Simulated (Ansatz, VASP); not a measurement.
**Pb in VASP and in Ansatz**

Contents of POSCAR:

```
Pb
1.0
   -1.9756243787      1.9756243787      1.9756243787
    1.9756243787     -1.9756243787      1.9756243787
    1.9756243787      1.9756243787     -1.9756243787
Pb
1
Direct
    0.0000000000      0.0000000000      0.0000000000
```

Contents of INCAR.step1:

```
PREC = Accurate ; ENCUT = 520
ISMEAR = 0 ; SIGMA = 0.05
LREAL = F ; LASPH = T
NELM = 80 ; NBANDS = 13
GGA = PE ; ALGO = Normal
EDIFF = 1E-4 ; LWAVE = T
LCHARG = F
```

INCAR.step2

```
PREC = Accurate ; ENCUT = 520
EDIFF = 1E-6 ; ISMEAR = 0
SIGMA = 0.05 ; LREAL = F
LASPH = T ; NELM = 80
ALGO = Normal ; ISIF = 2
LWAVE = F ; LCHARG = T
METAGGA = R2SCAN ; LMIXTAU = T
LELF = T ; LVHAR = T
NBANDS = 13 ; ISTART = 1
```

The input KPOINTS:

```
Automatic mesh
0
Gamma
  14 14 14
```

Input for Ansatz:

```yaml
crystal:
  lattice:
    - [-1.9756243787, 1.9756243787, 1.9756243787]
    - [1.9756243787, -1.9756243787, 1.9756243787]
    - [1.9756243787, 1.9756243787, -1.9756243787]
  atoms:
    - { symbol: Pb, position: [0.0, 0.0, 0.0] }
basis:
  ecutwfc: 600
  ecutrho_ratio: 5
kpoints:
  mp_grid: { grid: [14, 14, 14] }
  band_path:
    path:
      - [[0.0, 0.0, 0.0], [0.5, -0.5, 0.5], [0.0, 0.0, 0.5], [0.0, 0.0, 0.0], [0.25, 0.25, 0.25], [0.5, -0.5, 0.5]]
      - [[0.25, 0.25, 0.25], [0.0, 0.0, 0.5]]
    npoints: 14
hamiltonian:
  xc: r2scan
scf:
  occupations: { method: gaussian, width: 0.05 }
  n_extra_bands: 10
output:
  forces: true
  stress: true
  eigenvalues: true
  populations: true
  dos: { projected: true, de: 0.02, nscf_kmesh: { grid: [21, 21, 21] } }
  bader: true
```

Alike in both runs: task single point; functional r2SCAN; k mesh 14 × 14 × 14; occupations gaussian, width 0.05 eV; no spin polarisation.

```csv
,VASP,Ansatz
version,VASP 6.6.1,Ansatz 0.2.0
potentials or method,"VASP PAW PBE potentials, release 64 (Pb_d), cutoff 520 eV","scalar-relativistic, plane waves, PAW"
valence electrons in the cell,14,14
```

```tsv
	VASP	Ansatz	Ansatz less VASP
gap on the k mesh at the Fermi level (eV)	none	none	-
pressure (GPa)	0.0	0.0	0.00
```

VASP's potentials were made for PBE, not for r2SCAN. A gap of «none» marks a metal or a gap that the smearing closes.

Spin-orbit coupling is off throughout.
